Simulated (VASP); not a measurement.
Wanted: the native input for a VASP 6.6.1 run.

```yaml
Task: single point
Functional: LDA
Potentials_or_basis: VASP PAW LDA potentials, release 64 (Ni)
Cutoff: 520 eV
k_mesh: 12 × 12 × 12
Occupations: gaussian, width 0.1 eV
Spin: collinear spin, ferromagnetic start
Starting_moments: "[0.73] μB"
Fixed_moment: 0.73 μB
Dipole_correction: no
Further_INCAR_settings: ALGO = Normal; EDIFF = 1e-06; NBANDS = 15
```

The structure of Ni lies in POSCAR:

```
Ni
1.0
    0.0000000000      1.7584000000      1.7584000000
    1.7584000000      0.0000000000      1.7584000000
    1.7584000000      1.7584000000      0.0000000000
Ni
1
Direct
    0.0000000000      0.0000000000      0.0000000000
```

One way to write it, as run:

INCAR

```
SYSTEM = Ni
ALGO = Normal ; EDIFF = 1E-6
ENCUT = 520 ; ISIF = 2
ISMEAR = 0 ; ISPIN = 2
LASPH = .TRUE. ; LCHARG = .TRUE.
LELF = .TRUE. ; LMAXMIX = 4
LORBIT = 11 ; LREAL = .FALSE.
LVHAR = .TRUE. ; LWAVE = .FALSE.
MAGMOM = 0.73 ; NBANDS = 15
NELM = 150 ; NUPDOWN = 0.73
PREC = Accurate ; SIGMA = 0.1
```

KPOINTS

```
k-points
0
G
  12 12 12
  0 0 0
```

Potentials or basis: VASP PAW LDA potentials, release 64 (Ni).

Run with:

```sh
$ cat potpaw_LDA.64/Ni/POTCAR > POTCAR
$ mpirun -np 1 vasp_std > vasp.out
```

Results of the run:

The pressure is -15.9 GPa and the net moment is 0.73 μB per cell. The site moments are Ni +0.73 μB. The valence electrons inside the program's atomic spheres are Ni 9.32.

Caveat: the cell stands under tension; the total moment is fixed, so each spin has its own Fermi level.

It took 34 s on 1 thread of Intel Xeon 8259CL, on a shared host, peak memory 0.13 GiB.
